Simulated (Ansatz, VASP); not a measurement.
**Two plane-wave programs on Sr**

```xyz
1
Lattice="3.7244 0.0000 0.0000 0.0000 3.7244 0.0000 0.0000 0.0000 3.7244" Properties=species:S:1:pos:R:3 pbc="T T T"
Sr    0.0000    0.0000    0.0000
```

Alike in both runs: task single point; functional PBEsol; k mesh 10 × 10 × 10; occupations fermi-dirac, width 0.1 eV; no spin polarisation.

|  | VASP | Ansatz |
| --- | --- | --- |
| version | VASP 6.6.1 | Ansatz 0.2.0 |
| potentials or method | VASP PAW PBE potentials, release 64 (Sr_sv), cutoff 520 eV | plane waves (420 eV) with PAW, scalar-relativistic |
| valence electrons in the cell | 10 | 10 |

|  | VASP | Ansatz | Ansatz less VASP |
| --- | --- | --- | --- |
| pressure (GPa) | 0.3 | 0.3 | -0.01 |

VASP's potentials were made for PBE, not for PBEsol, and Ansatz warns of the same on its side.
